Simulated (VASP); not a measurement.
A run of VASP 6.6.1:

Contents of INCAR:

```
PREC = Accurate ; ENCUT = 520
EDIFF = 1E-6 ; ISMEAR = -1
SIGMA = 0.1 ; LREAL = False
LASPH = True ; NELM = 80
ALGO = Normal ; ISIF = 2
LWAVE = False ; LCHARG = False
GGA = PS ; NBANDS = 38
```

The input KPOINTS:

```
Automatic mesh
0
Gamma
  6 6 6
```

Contents of POSCAR:

```
LaRh3C
1.0
    4.3778188595      0.0000000000      0.0000000000
    0.0000000000      4.3778188595      0.0000000000
    0.0000000000      0.0000000000      4.3778188595
La Rh C
1 3 1
Direct
    0.5000000000      0.5000000000      0.5000000000
    0.5000000000      0.0000000000      0.0000000000
    0.0000000000      0.5000000000      0.0000000000
    0.0000000000      0.0000000000      0.5000000000
    0.0000000000      0.0000000000      0.0000000000
```

Potentials or basis: VASP PAW PBE potentials, release 64 (La, Rh_pv, C).

Command:

```console
$ cat potpaw_PBE.64/La/POTCAR potpaw_PBE.64/Rh_pv/POTCAR potpaw_PBE.64/C/POTCAR > POTCAR
$ mpirun -np 1 vasp_std > vasp.out
```

Hardware: 1 thread of Intel(R) Xeon(R) Platinum 8375C CPU @ 2.90GHz (Ice Lake), with other jobs on the host.

Q: How long does it take, and how much memory?

A: Run time: 100 s on 1 thread of Intel(R) Xeon(R) Platinum 8375C CPU @ 2.90GHz (Ice Lake) (shared host), peak memory 0.24 GiB. Counts: scf iterations 13, k points 20.
